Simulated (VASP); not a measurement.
# Sn (I4_1/amd) in VASP: a series of runs, part 2 of 2

VASP 6.6.1. Earlier steps stand in the parts before.

**3. Single point, r2SCAN**

This run uses another cell than the first one, of the same volume but with other edges.

POSCAR

```
Sn
1.0
    0.0000000000      2.8916464441      4.0887880720
    2.8916464441      0.0000000000      4.0887880720
    2.8916464441      2.8916464441      0.0000000000
Sn
2
Direct
    0.5000000000      0.5000000000      0.5000000000
    0.7500000000      0.7500000000      0.7500000000
```

INCAR.step1

```
SYSTEM = Sn
  PREC = Accurate
  ENCUT = 520
  ISMEAR = 0
  SIGMA = 0.15
  LREAL = .False.
  LASPH = .True.
  NELM = 60
  NBANDS = 21
  GGA = PE
  ALGO = Normal
  EDIFF = 1E-4
  LWAVE = .True.
  LCHARG = .False.
```

INCAR.step2

```
SYSTEM = Sn
  PREC = Accurate
  ENCUT = 520
  EDIFF = 1E-6
  ISMEAR = 0
  SIGMA = 0.15
  LREAL = .False.
  LASPH = .True.
  NELM = 60
  ALGO = Normal
  ISIF = 2
  LWAVE = .False.
  LCHARG = .False.
  METAGGA = R2SCAN
  LMIXTAU = .True.
  NBANDS = 21
  ISTART = 1
```

KPOINTS

```
regular mesh
0
Gamma
  14 14 14
  0 0 0
```

Potentials or basis: VASP PAW PBE potentials, release 64 (Sn_d).

The run is started by

```sh
$ cat potpaw_PBE.64/Sn_d/POTCAR > POTCAR
$ cp INCAR.step1 INCAR
$ mpirun -np 1 vasp_std > vasp.out
$ cp INCAR.step2 INCAR
$ mpirun -np 1 vasp_std > vasp.out
```

OUTCAR:

```text
SYSTEM = Sn
   PREC = Accurate
   ENCUT = 520
   EDIFF = 1E-6
   ISMEAR = 0
   LREAL = .False.
   LASPH = .True.
   NELM = 60
   ISIF = 2
   METAGGA = R2SCAN
   ISTART = 1

 ion  position               nearest neighbor table
   1  0.500  0.500  0.500-   2 2.89   2 2.89   2 2.89   2 2.89
   2  0.750  0.750  0.750-   1 2.89   1 2.89   1 2.89   1 2.89

  LATTYP: Found a body centered tetragonal cell.
 ALAT       =     4.0894056188
 C/A-ratio  =     1.9996979772

  Lattice vectors:

 A1 = (  -2.8916464441,   0.0000000000,   4.0887880720)
 A2 = (   2.8916464441,   0.0000000000,   4.0887880720)
 A3 = (   0.0000000000,   2.8916464441,  -4.0887880720)

Analysis of symmetry for initial positions (statically):
=====================================================================
 Subroutine PRICEL returns:
 Original cell was already a primitive cell.

 Routine SETGRP: Setting up the symmetry group for a
 body centered tetragonal supercell.

 Subroutine GETGRP returns: Found 16 space group operations
 (whereof  8 operations were pure point group operations)
 out of a pool of 16 trial point group operations.

The static configuration has the point symmetry D_2d.
[... 161 lines left out ...]

  energy without entropy =      -48.83512603  energy(sigma->0) =      -48.84187888

 E-fermi :   5.7167     XC(G=0):  -9.6926

 val. band max:        5.6994403141   @ k =   0.2143   0.1429   0.0000
 cond. band min:       5.7200480371   @ k =  -0.3571   0.0000   0.1429
 fundamental gap:      0.0206077231
 Fermi energy:         5.7167419976

 k-point     1 :       0.0000    0.0000    0.0000
  band No.  band energies     occupation
      1     -16.7906      2.00000
      2     -16.7906      2.00000
      3     -16.7216      2.00000
      4     -16.7117      2.00000
      5     -16.7007      2.00000
      6     -16.5813      2.00000
[... 565 lines left out ...]
     20      13.2953      0.00000
     21      15.3104      0.00000

 [... further k-points ...]

------------------------ aborting loop because EDIFF is reached ----------------------------------------

  FORCE on cell =-STRESS in cart. coord.  units (eV):
  Direction    XX          YY          ZZ          XY          YZ          ZX
  --------------------------------------------------------------------------------------
  -------------------------------------------------------------------------------------
  Total        1.6979008      1.6979008     -1.9707769      0.0000000      0.0000000      0.0000000
  in kB       39.7839515     39.7839515    -46.1777821      0.0000000      0.0000000      0.0000000
  external PRESSURE =      11.1300403 kB  Pullay stress =       0.0000000 kB

 VOLUME and BASIS-vectors are now :
 -----------------------------------------------------------------------------
  energy-cutoff  :      520.00
  volume of cell :       68.38
      direct lattice vectors                 reciprocal lattice vectors
     0.000000000  2.891646444  4.088788072    -0.172911872  0.172911872  0.122285624
     2.891646444  0.000000000  4.088788072     0.172911872 -0.172911872  0.122285624
     2.891646444  2.891646444  0.000000000     0.172911872  0.172911872 -0.122285624

 POSITION                                       TOTAL-FORCE (eV/Angst)
 -----------------------------------------------------------------------------------
      2.89165      2.89165      4.08879        -0.000000     -0.000000      0.000000
      4.33747      4.33747      6.13318         0.000000      0.000000      0.000000
 -----------------------------------------------------------------------------------
    total drift:                               -0.000000     -0.000000      0.000000

  FREE ENERGIE OF THE ION-ELECTRON SYSTEM (eV)
  ---------------------------------------------------
  free  energy   TOTEN  =       -48.8486317387 eV

  energy  without entropy=      -48.8351260313  energy(sigma->0) =      -48.84187888
```

OSZICAR.step1:

```text
N       E                     dE             d eps       ncg     rms          rms(c)
DAV:   1     0.228415689089E+03    0.22842E+03   -0.14843E+04 10403   0.194E+03
DAV:   2     0.177323650482E+02   -0.21068E+03   -0.20631E+03 10293   0.448E+02
DAV:   3    -0.640554916303E+01   -0.24138E+02   -0.23965E+02 12018   0.139E+02
DAV:   4    -0.717836981546E+01   -0.77282E+00   -0.77238E+00 11501   0.282E+01
DAV:   5    -0.720502786674E+01   -0.26658E-01   -0.26658E-01 14733   0.511E+00    0.263E+00
DAV:   6    -0.717029647039E+01    0.34731E-01   -0.23848E-02 13877   0.205E+00    0.151E+00
DAV:   7    -0.715347705452E+01    0.16819E-01   -0.34719E-02 11909   0.219E+00    0.128E-01
DAV:   8    -0.715433757174E+01   -0.86052E-03   -0.66476E-03 11051   0.979E-01    0.536E-02
DAV:   9    -0.715445226061E+01   -0.11469E-03   -0.20447E-04  9766   0.132E-01    0.181E-02
DAV:  10    -0.715446039082E+01   -0.81302E-05   -0.47319E-05  6414   0.742E-02
   1 F= -.71544604E+01 E0= -.71465919E+01  d E =-.157370E-01
```

Wall time 14 min (1 thread of Intel Xeon Platinum 8259CL at 2.50GHz (Skylake/Cascade Lake), shared host); peak memory 0.42 GiB.

What came out:

| Property | Result |
| --- | --- |
| Free energy | -48.8486 eV |
| Pressure | 1.1 GPa |
| Band gap on the k mesh | zero (bands 14 and 15 overlap by 1.20 eV) |

Levels at points of the mesh, in eV from the Fermi level:
| k point | band 12 | band 13 | band 14 | band 15 | band 16 | band 17 |
| --- | --- | --- | --- | --- | --- | --- |
| (0.00, 0.00, 0.00) | -2.17 | -1.83 | 1.00 | 1.00 | 2.10 | 2.10 |
| (0.50, 0.00, 0.00) | -6.63 | -2.59 | -1.24 | 0.37 | 4.12 | 4.15 |
| (0.50, 0.50, 0.00) | -8.73 | -1.11 | -1.11 | 2.62 | 2.62 | 7.13 |
| (0.50, 0.00, 0.50) | -7.31 | -3.05 | -3.05 | 0.10 | 0.10 | 5.34 |

Caveat: the PAW data sets were made with another functional, which shifts forces and pressure a little; spin-orbit coupling is left out, which moves the levels of the heavy elements.
